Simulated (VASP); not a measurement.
# SnO2 (R-3m) in VASP: notebook, part 2 of 2

VASP 6.6.1.

## (3) Single point, PBEsol (14.21 Å³/atom)

Contents of INCAR:

```
SYSTEM = SnO2
PREC = Accurate
ENCUT = 520
EDIFF = 1E-6
ISMEAR = -1
SIGMA = 0.05
LREAL = .False.
LASPH = .True.
NELM = 100
ALGO = Normal
ISIF = 2
LWAVE = .False.
LCHARG = .True.
GGA = PS
LELF = .True.
LVHAR = .True.
NBANDS = 20
```

Contents of KPOINTS:

```
regular mesh
0
Gamma
  10 10 10
  0 0 0
```

Contents of POSCAR:

```
SnO2
1.0
    1.6062397745      0.9273629662      4.7683728710
   -1.6062397745      0.9273629662      4.7683728710
    0.0000000000     -1.8547259325      4.7683728710
Sn O
1 2
Direct
    0.5000000000      0.5000000000      0.5000000000
    0.7628300000      0.7628300000      0.7628300000
    0.2371700000      0.2371700000      0.2371700000
```

Potentials or basis: VASP PAW PBE potentials, release 64 (Sn_d, O).

Launch:

```console
cat potpaw_PBE.64/Sn_d/POTCAR potpaw_PBE.64/O/POTCAR > POTCAR
mpirun -np 1 vasp_std > vasp.out
```

OUTCAR:

```text
SYSTEM = SnO2
   PREC = Accurate
   ENCUT = 520
   EDIFF = 1E-6
   ISMEAR = -1
   LREAL = .False.
   LASPH = .True.
   NELM = 100
   ISIF = 2
   GGA = PS

 ion  position               nearest neighbor table
   1  0.500  0.500  0.500-   3 2.11   3 2.11   2 2.11   2 2.11   3 2.11   2 2.11
   2  0.763  0.763  0.763-   1 2.11   1 2.11   1 2.11
   3  0.237  0.237  0.237-   1 2.11   1 2.11   1 2.11

  LATTYP: Found a trigonal (rhomboedric) cell.
 ALAT       =     5.1163842820
 COS(alpha) =     0.8028828391

  Lattice vectors:

 A1 = (   1.6062397745,   0.9273629662,   4.7683728710)
 A2 = (  -1.6062397745,   0.9273629662,   4.7683728710)
 A3 = (   0.0000000000,  -1.8547259325,   4.7683728710)

Analysis of symmetry for initial positions (statically):
=====================================================================
 Subroutine PRICEL returns:
 Original cell was already a primitive cell.

 Routine SETGRP: Setting up the symmetry group for a
 trigonal (rhombohedral) supercell.

 Subroutine GETGRP returns: Found 12 space group operations
 (whereof 12 operations were pure point group operations)
 out of a pool of 12 trial point group operations.

The static configuration has the point symmetry D_3d.
[... 162 lines left out ...]

 E-fermi :   4.4761     XC(G=0): -10.3217

 val. band max:        3.3822532014   @ k =  -0.2000   0.2000   0.0000
 cond. band min:       5.3538393824   @ k =   0.0000   0.0000   0.0000
 fundamental gap:      1.9715861810
 Fermi energy:         4.4761100125

 k-point     1 :       0.0000    0.0000    0.0000
  band No.  band energies     occupation
      1     -16.5399      2.00000
      2     -16.2908      2.00000
      3     -16.2908      2.00000
      4     -16.0855      2.00000
      5     -16.0855      2.00000
      6     -14.5927      2.00000
[... 541 lines left out ...]
     19      16.5239      0.00000
     20      20.3277      0.00000

 [... further k-points ...]

------------------------ aborting loop because EDIFF is reached ----------------------------------------

  FORCE on cell =-STRESS in cart. coord.  units (eV):
  Direction    XX          YY          ZZ          XY          YZ          ZX
  --------------------------------------------------------------------------------------
  -------------------------------------------------------------------------------------
  Total       -0.4506113     -0.4506113     -0.5207176     -0.0000000      0.0000000      0.0000000
  in kB      -16.9406885    -16.9406885    -19.5763278     -0.0000000      0.0000000      0.0000000
  external PRESSURE =     -17.8192349 kB  Pullay stress =       0.0000000 kB

 VOLUME and BASIS-vectors are now :
 -----------------------------------------------------------------------------
  energy-cutoff  :      520.00
  volume of cell :       42.62
      direct lattice vectors                 reciprocal lattice vectors
     1.606239775  0.927362966  4.768372871     0.311286028  0.179721072  0.069905048
    -1.606239775  0.927362966  4.768372871    -0.311286028  0.179721072  0.069905048
     0.000000000 -1.854725933  4.768372871     0.000000000 -0.359442145  0.069905048

 POSITION                                       TOTAL-FORCE (eV/Angst)
 -----------------------------------------------------------------------------------
      0.00000     -0.00000      7.15256        -0.000000      0.000000      0.000000
      0.00000     -0.00000     10.91237         0.000000     -0.000000      0.134681
      0.00000     -0.00000      3.39274         0.000000      0.000000     -0.134681
 -----------------------------------------------------------------------------------
    total drift:                                0.000000      0.000000      0.000000

  FREE ENERGIE OF THE ION-ELECTRON SYSTEM (eV)
  ---------------------------------------------------
  free  energy   TOTEN  =       -19.3134855844 eV

  energy  without entropy=      -19.3134855843  energy(sigma->0) =      -19.31348558
```

Run time: 4.6 min. Hardware: 1 thread of Intel Xeon 8259CL, shared host; peak memory 0.29 GiB.

Results:

* Free energy: -19.3135 eV
* Pressure: -1.8 GPa
* Largest force: 0.135 eV/Å
* Band gap on the k mesh: 1.97 eV (least direct gap 2.11 eV)

Forces on the atoms (eV/Å):
```
Sn   0.000  0.000  0.000
O    0.000  0.000  0.135
O    0.000  0.000 -0.135
```

Caveat: the PAW data sets were made with another functional, which shifts forces and pressure a little; spin-orbit coupling is left out, which moves the levels of the heavy elements. A k mesh can miss the band edges.

## (4) Single point, LDA (14.50 Å³/atom)

This run uses another cell than the first one, of 14.50 Å³/atom.

Changes to INCAR since step 3:

```diff
@@ -8,3 +8,3 @@
 LASPH = .True.
-NELM = 100
+NELM = 60
 ALGO = Normal
@@ -13,3 +13,2 @@
 LCHARG = .True.
-GGA = PS
 LELF = .True.
```

Contents of KPOINTS:

```
Automatic mesh
0
Gamma
  10 10 10
  0 0 0
```

Contents of POSCAR:

```
SnO2
1.0
    1.6170930752      0.9336291223      4.8005925840
   -1.6170930752      0.9336291223      4.8005925840
    0.0000000000     -1.8672582446      4.8005925840
Sn O
1 2
Direct
    0.5000000000      0.5000000000      0.5000000000
    0.7628300000      0.7628300000      0.7628300000
    0.2371700000      0.2371700000      0.2371700000
```

Potentials or basis: VASP PAW LDA potentials, release 64 (Sn_d, O).

Launch:

```console
cat potpaw_LDA.64/Sn_d/POTCAR potpaw_LDA.64/O/POTCAR > POTCAR
mpirun -np 1 vasp_std > vasp.out
```

Run time: 3.5 min. Hardware: 1 thread of Intel Xeon 8259CL, shared host; peak memory 0.26 GiB.

The run converged. Its results:

| Property | Result |
| --- | --- |
| Free energy | -20.4371 eV |
| Pressure | -8.5 GPa |
| Largest force | 0.618 eV/Å |
| Band gap on the k mesh | 1.77 eV (least direct gap 1.90 eV) |

Forces on the atoms (eV/Å):
```
Sn   0.000  0.000  0.000
O    0.000  0.000  0.618
O    0.000  0.000 -0.618
```

Stress tensor (GPa, compression positive):
```
-9.11  0.00  0.00
 0.00 -9.11  0.00
 0.00  0.00 -7.17
```

Levels at points of the mesh, in eV from the valence-band top:
```csv
k point,band 11,band 12,band 13,band 14,band 15,band 16
"(0.00, 0.00, 0.00)",-0.91,-0.91,-0.13,1.77,5.49,10.74
"(0.50, 0.00, 0.00)",-1.48,-0.61,-0.58,5.14,7.49,9.77
"(0.50, 0.50, 0.00)",-1.15,-0.47,-0.02,4.85,6.68,10.46
"(0.50, 0.50, 0.50)",-1.33,-0.86,-0.86,3.05,5.45,10.92
```

Caveat: the cell stands under tension; spin-orbit coupling is left out, which moves the levels of the heavy elements. A k mesh can miss the band edges.

## (5) Single point, PBEsol (14.79 Å³/atom)

This run uses another cell than the first one, of 14.79 Å³/atom.

Contents of INCAR:

```
SYSTEM = SnO2
PREC = Accurate ; ENCUT = 520
EDIFF = 1E-6 ; ISMEAR = -1
SIGMA = 0.05 ; LREAL = .False.
LASPH = .True. ; NELM = 100
ALGO = Normal ; ISIF = 2
LWAVE = .False. ; LCHARG = .False.
GGA = PS ; NBANDS = 20
```

KPOINTS is that of step 4.

Contents of POSCAR:

```
SnO2
1.0
    1.6278026130      0.9398122768      4.8323855144
   -1.6278026130      0.9398122768      4.8323855144
    0.0000000000     -1.8796245536      4.8323855144
Sn O
1 2
Direct
    0.5000000000      0.5000000000      0.5000000000
    0.7628300000      0.7628300000      0.7628300000
    0.2371700000      0.2371700000      0.2371700000
```

Potentials or basis: VASP PAW PBE potentials, release 64 (Sn_d, O).

Launch:

```console
cat potpaw_PBE.64/Sn_d/POTCAR potpaw_PBE.64/O/POTCAR > POTCAR
mpirun -np 1 vasp_std > vasp.out
```

Wall time 4.5 min (1 thread of Intel Xeon 8259CL, shared host); peak memory 0.29 GiB.

Results (log left out):

```yaml
Free_energy: -19.2662 eV
Pressure: -7.1 GPa
Largest_force: 0.541 eV/Å
Band_gap_on_the_k_mesh: 1.73 eV (least direct gap 1.83 eV)
```

Forces in eV/Å, atoms in the order of the input:
```
Sn   0.000  0.000  0.000
O    0.000  0.000  0.541
O    0.000  0.000 -0.541
```

Stress tensor (GPa, compression positive):
```
-8.16  0.00  0.00
 0.00 -8.16  0.00
 0.00  0.00 -5.06
```

Levels at points of the mesh, in eV from the valence-band top:
| k point | band 11 | band 12 | band 13 | band 14 | band 15 | band 16 |
| --- | --- | --- | --- | --- | --- | --- |
| (0.00, 0.00, 0.00) | -0.90 | -0.90 | -0.11 | 1.73 | 5.47 | 10.69 |
| (0.50, 0.00, 0.00) | -1.45 | -0.60 | -0.55 | 5.04 | 7.45 | 9.78 |
| (0.50, 0.50, 0.00) | -1.13 | -0.47 | -0.03 | 4.78 | 6.66 | 10.40 |
| (0.50, 0.50, 0.50) | -1.22 | -0.86 | -0.86 | 2.97 | 5.40 | 10.86 |

Caveat: the cell stands under tension; the PAW data sets were made with another functional, which shifts forces and pressure a little; spin-orbit coupling is left out, which moves the levels of the heavy elements. A k mesh can miss the band edges.

## (6) Overview

```csv
level,potentials or basis,cell,gap on the mesh (eV),pressure (GPa),largest force (eV/Å)
LDA,"VASP PAW LDA potentials, release 64 (Sn_d, O)","a = 5.116 Å, angles 36.6°, 3 atoms",1.90,-5.8,0.41
PBEsol,"VASP PAW PBE potentials, release 64 (Sn_d, O)","a = 5.116 Å, angles 36.6°, 3 atoms",1.97,-1.8,0.13
LDA,"VASP PAW LDA potentials, release 64 (Sn_d, O)","a = 5.151 Å, angles 36.6°, 3 atoms",1.77,-8.5,0.62
PBEsol,"VASP PAW PBE potentials, release 64 (Sn_d, O)","a = 5.185 Å, angles 36.6°, 3 atoms",1.73,-7.1,0.54
```

Alike in all rows: task single point; no spin polarisation; k mesh 10 × 10 × 10; cutoff (eV) 520; smearing fermi-dirac 0.05 eV.

Caveats: spin-orbit coupling is left out, which moves the levels of the heavy elements; the cell stands under tension (at least some runs); the PAW data sets were made with another functional, which shifts forces and pressure a little (at least some runs).

Total energies depend on the potentials used, so only differences within one code and one set of settings carry meaning.
